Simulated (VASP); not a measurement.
Set up this calculation in VASP 6.6.1, as the native input.

* Task: single point
* Functional: PBE
* Potentials or basis: VASP PAW PBE potentials, release 64 (Zr_sv, N)
* Cutoff: 520 eV
* k mesh: 3 × 8 × 1
* Occupations: gaussian, width 0.1 eV
* Spin: no spin polarisation
* Dipole correction: yes
* Further INCAR settings: LREAL = Auto; ALGO = Normal; EDIFF = 1e-07; NBANDS = 177

The structure of ZrN lies in POSCAR:

```
ZrN
1.0
   13.7842415673      0.0000000000      0.0000000000
    0.0000000000      4.5947471891      0.0000000000
    0.0000000000      0.0000000000     18.8921207837
Zr N
18 18
Direct
    0.1666666667      0.0000000000      0.0793981797
    0.1666666667      0.5000000000      0.1982714364
    0.0000000000      0.0000000000      0.1982714364
    0.0000000000      0.5000000000      0.0793981797
    0.5000000000      0.0000000000      0.0793981797
    0.5000000000      0.5000000000      0.1982714364
    0.3333333333      0.0000000000      0.1982714364
    0.3333333333      0.5000000000      0.0793981797
    0.8333333333      0.0000000000      0.0793981797
    0.8333333333      0.5000000000      0.1982714364
    0.6666666667      0.0000000000      0.1982714364
    0.6666666667      0.5000000000      0.0793981797
    0.1666666667      0.0000000000      0.3124643894
    0.0000000000      0.5000000000      0.3124643894
    0.5000000000      0.0000000000      0.3124643894
    0.3333333333      0.5000000000      0.3124643894
    0.8333333333      0.0000000000      0.3124643894
    0.6666666667      0.5000000000      0.3124643894
    0.0000000000      0.0000000000      0.0793981797
    0.0000000000      0.5000000000      0.1954075368
    0.1666666667      0.0000000000      0.1954075368
    0.1666666667      0.5000000000      0.0793981797
    0.3333333333      0.0000000000      0.0793981797
    0.3333333333      0.5000000000      0.1954075368
    0.5000000000      0.0000000000      0.1954075368
    0.5000000000      0.5000000000      0.0793981797
    0.6666666667      0.0000000000      0.0793981797
    0.6666666667      0.5000000000      0.1954075368
    0.8333333333      0.0000000000      0.1954075368
    0.8333333333      0.5000000000      0.0793981797
    0.0000000000      0.0000000000      0.3235648767
    0.1666666667      0.5000000000      0.3235648767
    0.3333333333      0.0000000000      0.3235648767
    0.5000000000      0.5000000000      0.3235648767
    0.6666666667      0.0000000000      0.3235648767
    0.8333333333      0.5000000000      0.3235648767
```

The input as run:

INCAR

```
SYSTEM = ZrN
  PREC = Accurate
  ENCUT = 520
  EDIFF = 1E-7
  ISMEAR = 0
  SIGMA = 0.1
  LREAL = Auto
  LASPH = .True.
  NELM = 80
  ALGO = Normal
  ISIF = 2
  LWAVE = .False.
  LCHARG = .False.
  LDIPOL = .True.
  IDIPOL = 3
  DIPOL = 0.5 0.5 0.198
  GGA = PE
  NBANDS = 177
  LUSENCCL = .False.
```

KPOINTS

```
Automatic mesh
0
Gamma
  3 8 1
  0 0 0
```

Potentials or basis: VASP PAW PBE potentials, release 64 (Zr_sv, N).

Launch:

```bash
$ cat potpaw_PBE.64/Zr_sv/POTCAR potpaw_PBE.64/N/POTCAR > POTCAR
$ mpirun -np 1 vasp_std > vasp.out
```

Results of the run:

| Item | Value |
| --- | --- |
| Largest force | 1.280 eV/Å |
| Band gap on the k mesh | zero (bands 153 and 154 overlap by 1.74 eV) |

It took 7.3 min on 1 × NVIDIA H100 80GB with 1 thread of AMD EPYC 7R13 Processor (Zen 3), on a shared host, peak memory 2.6 GiB.
